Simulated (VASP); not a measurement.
# Sc (Im-3m) in VASP: a series of runs, part 2 of 2

VASP 6.6.1.

## Step 5: Single point, PBEsol

This run uses another cell than the first one, of 23.84 Å³/atom, 1.400 times its volume.

File INCAR:

```
PREC     = Accurate       # precision mode
ENCUT    = 520            # plane-wave cutoff, eV
EDIFF    = 1E-6           # SCF threshold, eV
ISMEAR   = -1             # smearing method
SIGMA    = 0.05           # smearing width, eV
LREAL    = F              # projectors in reciprocal space
LASPH    = T              # aspherical terms in the spheres
NELM     = 60             # most SCF steps
ALGO     = Normal         # electronic algorithm
ISIF     = 2              # what is computed and relaxed
LWAVE    = F              # write WAVECAR
LCHARG   = F              # write CHGCAR
GGA      = PS             # functional
NBANDS   = 12             # bands
```

File KPOINTS:

```
Automatic mesh
0
Gamma
  7 7 7
```

File POSCAR:

```
Sc
1.0
    1.8131988947      1.8131988947      1.8131988947
   -1.8131988947      1.8131988947      1.8131988947
   -1.8131988947     -1.8131988947      1.8131988947
Sc
1
Direct
    0.0000000000      0.0000000000      0.0000000000
```

Potentials or basis: VASP PAW PBE potentials, release 64 (Sc_sv).

Launch:

```sh
$ cat potpaw_PBE.64/Sc_sv/POTCAR > POTCAR
$ mpirun -np 1 vasp_std > vasp.out
```

OUTCAR:

```text
PREC = Accurate
   ENCUT = 520
   EDIFF = 1E-6
   ISMEAR = -1
   LREAL = F
   LASPH = T
   NELM = 60
   ISIF = 2
   GGA = PS

 ion  position               nearest neighbor table
   1  0.000  0.000  0.000-

  LATTYP: Found a body centered cubic cell.
 ALAT       =     3.6263977894

  Lattice vectors:

 A1 = (   1.8131988947,  -1.8131988947,  -1.8131988947)
 A2 = (   1.8131988947,   1.8131988947,   1.8131988947)
 A3 = (  -1.8131988947,  -1.8131988947,   1.8131988947)

Analysis of symmetry for initial positions (statically):
=====================================================================
 Subroutine PRICEL returns:
 Original cell was already a primitive cell.

 Routine SETGRP: Setting up the symmetry group for a
 body centered cubic supercell.

 Subroutine GETGRP returns: Found 48 space group operations
 (whereof 48 operations were pure point group operations)
 out of a pool of 48 trial point group operations.

The static configuration has the point symmetry O_h .

Analysis of symmetry for dynamics (positions and initial velocities):
=====================================================================
 Subroutine PRICEL returns:
 Original cell was already a primitive cell.

 Routine SETGRP: Setting up the symmetry group for a
 body centered cubic supercell.

 Subroutine GETGRP returns: Found 48 space group operations
 (whereof 48 operations were pure point group operations)
 out of a pool of 48 trial point group operations.

The dynamic configuration has the point symmetry O_h .

 Subroutine INISYM returns: Found 48 space group operations
 (whereof 48 operations are pure point group operations),
 and found     1 'primitive' translations

----------------------------------------------------------------------------------------

                                     Primitive cell

  volume of cell :      23.8449

  direct lattice vectors                    reciprocal lattice vectors
[... 106 lines left out ...]
   LHFCALC =     F    Hartree Fock is set to
   AEXX    =    0.0000 exact exchange contribution
   IVDW    =     0    specifies the selected vdW correction
   LEPSILON=     F    determine dielectric tensor
   LRPA    =     F    only Hartree local field effects (RPA)
 non-spin polarized calculation
  energy-cutoff  :      520.00
  volume of cell :       23.84
 maximum number of plane-waves:       650
   NGX = 11   NGY = 11   NGZ = 11

 number of electron      11.0000004 magnetization

 Free energy of the ion-electron system (eV)
  ---------------------------------------------------
  ext. energy  EPLUGINS =         0.00000000
  ---------------------------------------------------
  free energy    TOTEN  =        -6.50348611 eV

  energy without entropy =       -6.48201987  energy(sigma->0) =       -6.49275299

 E-fermi :   3.9000     XC(G=0): -10.1294

 val. band max:        3.8570838036   @ k =   0.1429  -0.4286   0.1429
 cond. band min:       3.9121942356   @ k =   0.4286   0.1429   0.1429
 fundamental gap:      0.0551104319
 Fermi energy:         3.9000163210

 k-point     1 :       0.0000    0.0000    0.0000
  band No.  band energies     occupation
      1     -45.3963      2.00000
      2     -23.8704      2.00000
      3     -23.8704      2.00000
      4     -23.8704      2.00000
      5      -1.4249      2.00000
      6       5.3712      0.00000
      7       5.3712      0.00000
      8       5.3712      0.00000
      9       6.8694      0.00000
     10       6.8694      0.00000
     11      18.2186      0.00000
     12      18.2186      0.00000
[... 271 lines left out ...]
 k-point    20 :       0.4286    0.4286    0.4286
  band No.  band energies     occupation
      1     -45.2734      2.00000
      2     -24.1812      2.00000
      3     -24.1652      2.00000
      4     -24.1652      2.00000
      5       2.6743      2.00000
      6       2.7618      2.00000
      7       7.2859      0.00000
      8       7.2859      0.00000
      9       7.7740      0.00000
     10       9.3709      0.00000
     11      11.1824      0.00000
     12      11.1824      0.00000

------------------------ aborting loop because EDIFF is reached ----------------------------------------

  FORCE on cell =-STRESS in cart. coord.  units (eV):
  Direction    XX          YY          ZZ          XY          YZ          ZX
  --------------------------------------------------------------------------------------
  -------------------------------------------------------------------------------------
  Total        0.0010198      0.0010198      0.0010198      0.0000000      0.0000000      0.0000000
  in kB        0.0685189      0.0685189      0.0685189      0.0000000      0.0000000      0.0000000
  external PRESSURE =       0.0685189 kB  Pullay stress =       0.0000000 kB

 VOLUME and BASIS-vectors are now :
 -----------------------------------------------------------------------------
  energy-cutoff  :      520.00
  volume of cell :       23.84
      direct lattice vectors                 reciprocal lattice vectors
     1.813198895  1.813198895  1.813198895     0.275755738  0.000000000  0.275755738
    -1.813198895  1.813198895  1.813198895    -0.275755738  0.275755738  0.000000000
    -1.813198895 -1.813198895  1.813198895     0.000000000 -0.275755738  0.275755738

 POSITION                                       TOTAL-FORCE (eV/Angst)
 -----------------------------------------------------------------------------------
      0.00000      0.00000      0.00000         0.000000      0.000000      0.000000
 -----------------------------------------------------------------------------------
    total drift:                                0.000000     -0.000000      0.000000

  FREE ENERGIE OF THE ION-ELECTRON SYSTEM (eV)
  ---------------------------------------------------
  free  energy   TOTEN  =        -6.5034861072 eV

  energy  without entropy=       -6.4820198747  energy(sigma->0) =       -6.49275299
```

OSZICAR:

```text
N       E                     dE             d eps       ncg     rms          rms(c)
DAV:   1     0.746961014602E+02    0.74696E+02   -0.51785E+03   480   0.907E+02
DAV:   2    -0.580658401254E+01   -0.80503E+02   -0.78935E+02   480   0.287E+02
DAV:   3    -0.729243158415E+01   -0.14858E+01   -0.14482E+01   632   0.502E+01
DAV:   4    -0.732132991330E+01   -0.28898E-01   -0.28839E-01   632   0.554E+00
DAV:   5    -0.732163978739E+01   -0.30987E-03   -0.30987E-03   600   0.580E-01    0.570E+00
DAV:   6    -0.659664233736E+01    0.72500E+00   -0.98145E-01   728   0.148E+01    0.167E+00
DAV:   7    -0.650987130313E+01    0.86771E-01   -0.17509E-01   744   0.592E+00    0.588E-01
DAV:   8    -0.650431531109E+01    0.55560E-02   -0.16681E-02   520   0.194E+00    0.196E-01
DAV:   9    -0.650347972999E+01    0.83558E-03   -0.24927E-03   696   0.752E-01    0.203E-02
DAV:  10    -0.650348701159E+01   -0.72816E-05   -0.43053E-05   712   0.781E-02    0.624E-03
DAV:  11    -0.650348592000E+01    0.10916E-05   -0.19211E-06   628   0.217E-02    0.747E-04
DAV:  12    -0.650348610721E+01   -0.18721E-06   -0.29713E-08   292   0.212E-03
   1 F= -.65034861E+01 E0= -.64927530E+01  d E =-.214662E-01
```

stdout:

```text
POSCAR found type information on POSCAR Sc
 POSCAR found :  1 types and       1 ions
 scaLAPACK will be used
 -----------------------------------------------------------------------------
|                                                                             |
|                                                                             |
|     You enforced a specific xc type in the INCAR file but a different       |
|     I HOPE YOU KNOW WHAT YOU ARE DOING!                                     |
|                                                                             |
 -----------------------------------------------------------------------------

 LDA part: xc-table for (Slater+PW92), standard interpolation
 POSCAR, INCAR and KPOINTS ok, starting setup
 FFT: planning ... GRIDC
 FFT: planning ... GRID_SOFT
 FFT: planning ... GRID
 WAVECAR not read
 entering main loop
```

Wall time 4.3 s (1 thread of Intel Xeon Platinum 8488C (Sapphire Rapids), shared host); peak memory 0.13 GiB.

What came out:

| Property | Result |
| --- | --- |
| Free energy | -6.5035 eV |
| Pressure | 0.0 GPa |

Caveat: the PAW data sets were made with another functional, which shifts forces and pressure a little.

## Step 6: Relaxation of cell and atoms, PBEsol

This run uses another cell than the first one, of 24.92 Å³/atom, 1.463 times its volume.

File INCAR:

```
SYSTEM = Sc
ALGO = Normal ; EDIFF = 1E-6
EDIFFG = -0.02 ; ENCUT = 600
GGA = PS ; IBRION = 2
ISIF = 3 ; ISMEAR = -1
LASPH = .TRUE. ; LCHARG = .FALSE.
LREAL = .FALSE. ; LWAVE = .FALSE.
NELM = 80 ; NSW = 80
PREC = Accurate ; SIGMA = 0.05
```

File KPOINTS:

```
k-points
0
G
  7 7 7
  0 0 0
```

File POSCAR:

```
Sc
1.0
    1.8400000000      1.8400000000      1.8400000000
   -1.8400000000      1.8400000000      1.8400000000
   -1.8400000000     -1.8400000000      1.8400000000
Sc
1
Direct
    0.0000000000      0.0000000000      0.0000000000
```

Potentials or basis: VASP PAW PBE potentials, release 64 (Sc_sv).

Launch:

```sh
$ cat potpaw_PBE.64/Sc_sv/POTCAR > POTCAR
$ mpirun -np 1 vasp_std > vasp.out
```

OUTCAR:

```text
SYSTEM = Sc
   EDIFF = 1E-6
   EDIFFG = -0.02
   ENCUT = 600
   GGA = PS
   IBRION = 2
   ISIF = 3
   ISMEAR = -1
   LASPH = .TRUE.
   LREAL = .FALSE.
   NELM = 80
   NSW = 80
   PREC = Accurate

 ion  position               nearest neighbor table
   1  0.000  0.000  0.000-

  LATTYP: Found a body centered cubic cell.
 ALAT       =     3.6800000000

  Lattice vectors:

 A1 = (   1.8400000000,  -1.8400000000,  -1.8400000000)
 A2 = (   1.8400000000,   1.8400000000,   1.8400000000)
 A3 = (  -1.8400000000,  -1.8400000000,   1.8400000000)

Analysis of symmetry for initial positions (statically):
=====================================================================
 Subroutine PRICEL returns:
 Original cell was already a primitive cell.

 Routine SETGRP: Setting up the symmetry group for a
 body centered cubic supercell.

 Subroutine GETGRP returns: Found 48 space group operations
 (whereof 48 operations were pure point group operations)
 out of a pool of 48 trial point group operations.

The static configuration has the point symmetry O_h .

Analysis of symmetry for dynamics (positions and initial velocities):
=====================================================================
 Subroutine PRICEL returns:
 Original cell was already a primitive cell.

 Routine SETGRP: Setting up the symmetry group for a
 body centered cubic supercell.

 Subroutine GETGRP returns: Found 48 space group operations
 (whereof 48 operations were pure point group operations)
 out of a pool of 48 trial point group operations.

The dynamic configuration has the point symmetry O_h .

 Subroutine INISYM returns: Found 48 space group operations
 (whereof 48 operations are pure point group operations),
 and found     1 'primitive' translations

----------------------------------------------------------------------------------------

                                     Primitive cell

  volume of cell :      24.9180

  direct lattice vectors                    reciprocal lattice vectors
     1.840000000  1.840000000  1.840000000     0.271739130  0.000000000  0.271739130
[... 88 lines left out ...]
   TEBEG  =    0.0;   TEEND  =   0.0 temperature during run
   PSTRESS=    0.0 pullay stress
   NELECT =      11.0000    total number of electrons
   NUPDOWN=      -1.0000    fix difference up-down
   EMIN   =  10.00;   EMAX   =-10.00  energy-range for DOS
   EFERMI =   0.00;   METHOD = LEGACY
   ISMEAR =    -1;   SIGMA  =   0.05  broadening in eV -4-tet -1-fermi 0-gaus
   EFERMI_NEDOS =   21; number of points for ismear=-14 and -15
   IALGO  =     38    algorithm
   IMIX   =      4    mixing-type and parameters
     AMIX     =   0.40;   BMIX     =  1.00
     AMIX_MAG =   1.60;   BMIX_MAG =  1.00
  volume/ion in A,a.u.               =      24.92       168.16
  Fermi-wavevector in a.u.,A,eV,Ry     =   1.246526  2.355592 21.141091  1.553826
  Thomas-Fermi vector in A             =   2.380699
   LORBIT       =      0    0 simple, 1 ext, 2 COOP (PROOUT), +10 PAW based schemes
   GGA     = PS    functional components
   LHFCALC =     F    Hartree Fock is set to
   AEXX    =    0.0000 exact exchange contribution
   IVDW    =     0    specifies the selected vdW correction
   LEPSILON=     F    determine dielectric tensor
   LRPA    =     F    only Hartree local field effects (RPA)
 conjugate gradient relaxation of ions
 non-spin polarized calculation
  energy-cutoff  :      600.00
  volume of cell :       24.92
 maximum number of plane-waves:       887
 NGX is ok and might be reduce to    28
   NGX = 13   NGY = 13   NGZ = 13

--------------------------------------- Ionic step        1  -------------------------------------------

 number of electron      11.0000002 magnetization

 Free energy of the ion-electron system (eV)
  ---------------------------------------------------
  ext. energy  EPLUGINS =         0.00000000
  ---------------------------------------------------
  free energy    TOTEN  =        -6.49656743 eV

  energy without entropy =       -6.47365299  energy(sigma->0) =       -6.48511021

 E-fermi :   3.6367     XC(G=0):  -9.9494

 val. band max:        3.6333775359   @ k =   0.4286   0.1429   0.1429
 cond. band min:       3.7678766210   @ k =   0.2857   0.2857   0.2857
 fundamental gap:      0.1344990851
 Fermi energy:         3.6366533703

 k-point     1 :       0.0000    0.0000    0.0000
  band No.  band energies     occupation
      1     -45.7733      2.00000
      2     -24.2738      2.00000
      3     -24.2738      2.00000
      4     -24.2738      2.00000
      5      -1.5996      2.00000
      6       5.0498      0.00000
      7       5.0498      0.00000
      8       5.0498      0.00000
      9       6.4698      0.00000
[... 295 lines left out ...]
--------------------------------------- Ionic step        3  -------------------------------------------

 number of electron      10.9999998 magnetization

 Free energy of the ion-electron system (eV)
  ---------------------------------------------------
  ext. energy  EPLUGINS =         0.00000000
  ---------------------------------------------------
  free energy    TOTEN  =        -6.50405945 eV

  energy without entropy =       -6.48255655  energy(sigma->0) =       -6.49330800

 E-fermi :   3.8927     XC(G=0): -10.1245

 val. band max:        3.8502428994   @ k =   0.1429  -0.4286   0.1429
 cond. band min:       3.9043654648   @ k =   0.4286   0.1429   0.1429
 fundamental gap:      0.0541225654
 Fermi energy:         3.8926622382

 k-point     1 :       0.0000    0.0000    0.0000
  band No.  band energies     occupation
      1     -45.4063      2.00000
      2     -23.8817      2.00000
      3     -23.8817      2.00000
      4     -23.8817      2.00000
      5      -1.4299      2.00000
      6       5.3624      0.00000
      7       5.3624      0.00000
      8       5.3624      0.00000
      9       6.8584      0.00000
[... 254 lines left out ...]
  FREE ENERGIE OF THE ION-ELECTRON SYSTEM (eV)
  ---------------------------------------------------
  free  energy   TOTEN  =        -6.5040594524 eV

  energy  without entropy=       -6.4825565484  energy(sigma->0) =       -6.49330800

 reached required accuracy - stopping structural energy minimisation
```

OSZICAR:

```text
N       E                     dE             d eps       ncg     rms          rms(c)
DAV:   1     0.779044707075E+02    0.77904E+02   -0.57743E+03   360   0.133E+03
DAV:   2    -0.572190330625E+01   -0.83626E+02   -0.83132E+02   368   0.360E+02
DAV:   3    -0.735216720170E+01   -0.16303E+01   -0.16022E+01   538   0.610E+01
[... 20 lines left out ...]
DAV:   1    -0.651141826203E+01   -0.76292E-02   -0.21176E-01   449   0.811E+00    0.583E-01
DAV:   2    -0.650444497470E+01    0.69733E-02   -0.22912E-02   523   0.232E+00    0.151E-01
DAV:   3    -0.650408056595E+01    0.36441E-03   -0.15240E-03   530   0.608E-01    0.646E-02
DAV:   4    -0.650405925704E+01    0.21309E-04   -0.62592E-05   390   0.979E-02    0.297E-03
DAV:   5    -0.650405945236E+01   -0.19532E-06   -0.84897E-07   264   0.173E-02
   3 F= -.65040595E+01 E0= -.64933080E+01  d E =-.749202E-02
```

CONTCAR:

```text
Sc
   1.00000000000000
     1.8139171822992488    1.8139171822992488    1.8139171822992488
    -1.8139171822992488    1.8139171822992488    1.8139171822992488
    -1.8139171822992488   -1.8139171822992488    1.8139171822992488
  Sc
     1
Direct
     0.0000000000000000    0.0000000000000000    0.0000000000000000

  0.00000000E+00  0.00000000E+00  0.00000000E+00
```

It took 14 s on 1 thread of Intel Xeon Platinum 8488C (Sapphire Rapids), shared host; peak memory 0.16 GiB.

What came out:

```yaml
Free_energy: -6.5041 eV
Relaxed_volume: 23.87 Å³/atom
Relaxed_cell: a = 3.142 Å, b = 3.142 Å, c = 3.142 Å, α = 70.53°, β = 109.47°, γ = 70.53°
Space_group_after_relaxing_to_0.05_Å: Im-3m (No. 229)
Energy_gained_by_relaxing: 7.5 meV/atom
Ionic_steps: 3
Pressure_after_relaxing: 0.0 GPa
```

The path:
```
step  energy change (eV)  largest force (eV/Å)  pressure (GPa)  volume (Å³)
   1              0.0000                0.0000           -2.24        24.92
   2             -0.0072                0.0000            0.45        23.68
   3             -0.0075                0.0000            0.01        23.87
```

Final structure:
```
Sc
1.0
     1.81392    1.81392    1.81392
    -1.81392    1.81392    1.81392
    -1.81392   -1.81392    1.81392
Sc
1
Direct
  0.00000 0.00000 0.00000
```

Caveat: the PAW data sets were made with another functional, which shifts forces and pressure a little.

## Step 7: The runs side by side

| task | cell | cutoff (eV) | gap on the mesh (eV) | pressure (GPa) |
| --- | --- | --- | --- | --- |
| single point | a = 2.808 Å, angles 70.5, 109.5, 70.5°, 1 atom | 520 | none | 30.2 |
| single point | a = 2.887 Å, angles 70.5, 109.5, 70.5°, 1 atom | 520 | none | 20.1 |
| single point | a = 2.992 Å, angles 70.5, 109.5, 70.5°, 1 atom | 520 | none | 10.0 |
| single point | a = 3.141 Å, angles 70.5, 109.5, 70.5°, 1 atom | 520 | none | 0.0 |
| relaxation of cell and atoms | relaxed from a = 3.187 Å, angles 70.5, 109.5, 70.5°, 1 atom | 600 | none | 0.0 |

Alike in all rows: level PBEsol; potentials or basis VASP PAW PBE potentials, release 64 (Sc_sv); no spin polarisation; k mesh 7 × 7 × 7; smearing fermi-dirac 0.05 eV.

Caveats: some runs use coarse meshes; the PAW data sets were made with another functional, which shifts forces and pressure a little.

Total energies depend on the potentials used, so only differences within one code and one set of settings carry meaning.
